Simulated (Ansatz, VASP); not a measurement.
Two plane-wave programs on Mo

Contents of POSCAR:

```
Mo
1.0
   -1.5734150000      1.5734150000      1.5734150000
    1.5734150000     -1.5734150000      1.5734150000
    1.5734150000      1.5734150000     -1.5734150000
Mo
1
Direct
    0.0000000000      0.0000000000      0.0000000000
```

Contents of INCAR.step1:

```
  PREC = Accurate
  ENCUT = 520
  ISMEAR = 0
  SIGMA = 0.05
  LREAL = False
  LASPH = True
  NELM = 100
  NBANDS = 13
  GGA = PE
  ALGO = Normal
  EDIFF = 1E-4
  LWAVE = True
  LCHARG = False
```

Contents of INCAR.step2:

```
  PREC = Accurate
  ENCUT = 520
  EDIFF = 1E-8
  ISMEAR = 0
  SIGMA = 0.05
  LREAL = False
  LASPH = True
  NELM = 100
  ALGO = Normal
  ISIF = 2
  LWAVE = False
  LCHARG = False
  METAGGA = R2SCAN
  LMIXTAU = True
  LEFG = True
  NBANDS = 13
  ISTART = 1
```

The input KPOINTS:

```
Automatic mesh
0
Gamma
  20 20 20
```

Input for Ansatz:

```yaml
crystal:
  lattice:
    - [-1.573415, 1.573415, 1.573415]
    - [1.573415, -1.573415, 1.573415]
    - [1.573415, 1.573415, -1.573415]
  atoms:
    - { symbol: Mo, position: [0.0, 0.0, 0.0] }
basis:
  ecutwfc: 500
  ecutrho_ratio: 4
kpoints:
  mp_grid: { grid: [20, 20, 20] }
hamiltonian:
  xc: r2scan
scf:
  occupations: { method: gaussian, width: 0.05 }
output:
  forces: true
  stress: true
  eigenvalues: true
  populations: true
  efg: { contact_densities: true, quadrupole_moments_barn: { Mo: -0.022 } }
```

Alike in both runs: task electric field gradients; functional r2SCAN; k mesh 20 × 20 × 20; occupations gaussian, width 0.05 eV; no spin polarisation.

```csv
,VASP,Ansatz
version,VASP 6.6.1,Ansatz 0.2.0
potentials or method,"VASP PAW PBE potentials, release 64 (Mo_sv), cutoff 520 eV","scalar-relativistic, plane waves, PAW"
valence electrons in the cell,14,14
```

|  | VASP | Ansatz | Ansatz less VASP |
| --- | --- | --- | --- |
| gap on the k mesh at the Fermi level (eV) | none | none | - |
| pressure (GPa) | 2.2 | 1.1 | -1.17 |

VASP's potentials were made for PBE, not for r2SCAN. A gap of «none» marks a metal or a gap that the smearing closes.
